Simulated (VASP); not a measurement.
Zr, 1 atom in the cell. Symmetry: Fm-3m, No. 225, cubic system. The conventional cell has a = 4.639 Å, b = 4.639 Å, c = 4.639 Å, α = 90.00°, β = 90.00°, γ = 90.00°. Within 4.3 Å of Zr (site symmetry m-3m) lie 12 Zr at 3.28 Å. This isn't the form of Zr at room conditions, which is hcp.

| Property | Result |
| --- | --- |
| Program | VASP 6.6.1 |
| Task | single point |
| Functional | PBE |
| Potentials or basis | VASP PAW PBE potentials, release 64 (Zr_sv) |
| Cutoff | 520 eV |
| k mesh | 14 × 14 × 14 |
| Occupations | fermi-dirac, width 0.05 eV |
| Spin | collinear spin |
| Starting moments | [1.0] μB |
| Dipole correction | no |
| Further INCAR settings | ALGO = Normal; EDIFF = 1e-07; NBANDS = 16 |

Potentials or basis: VASP PAW PBE potentials, release 64 (Zr_sv).

Command:

```console
$ cat potpaw_PBE.64/Zr_sv/POTCAR > POTCAR
$ mpirun -np 1 vasp_std > vasp.out
```

Hardware: 1 thread of Intel Xeon 8259CL, with other jobs on the host.

Q: Estimate the wall time of this run.

A: Wall time 68 s on 1 thread of Intel Xeon 8259CL, on a shared host, peak memory 0.19 GiB. Counts: scf iterations 14, k points 104.
